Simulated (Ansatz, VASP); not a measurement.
**MgS in VASP and in Ansatz**

```
CELL_PARAMETERS angstrom
4.02863 0.00000 0.00000
-2.01431 3.48889 0.00000
0.00000 0.00000 6.45439
ATOMIC_POSITIONS crystal
Mg 0.33333 0.66667 0.99713
Mg 0.66667 0.33333 0.49713
S 0.33333 0.66667 0.37787
S 0.66667 0.33333 0.87787
```

Alike in both runs: task single point; functional r2SCAN; k mesh 12 × 12 × 4; no spin polarisation.

|  | VASP | Ansatz |
| --- | --- | --- |
| version | VASP 6.6.1 | Ansatz 0.2.0 |
| potentials or method | VASP PAW PBE potentials, release 64 (Mg, S) | plane waves, PAW |
| plane-wave cutoff (eV) | 520 | 500 |
| occupations | gaussian, width 0.01 eV | fixed |
| valence electrons in the cell | 16 | 32 |

|  | VASP | Ansatz | Ansatz less VASP |
| --- | --- | --- | --- |
| gap on the k mesh at the Fermi level (eV) | 4.13 | 4.15 | +0.013 |
| pressure (GPa) | -0.3 | 0.0 | +0.29 |

VASP's potentials were made for PBE, not for r2SCAN. VASP's potentials hold 16 valence electrons a cell and Ansatz's 32, so a difference there can come from the potentials and not from the codes.
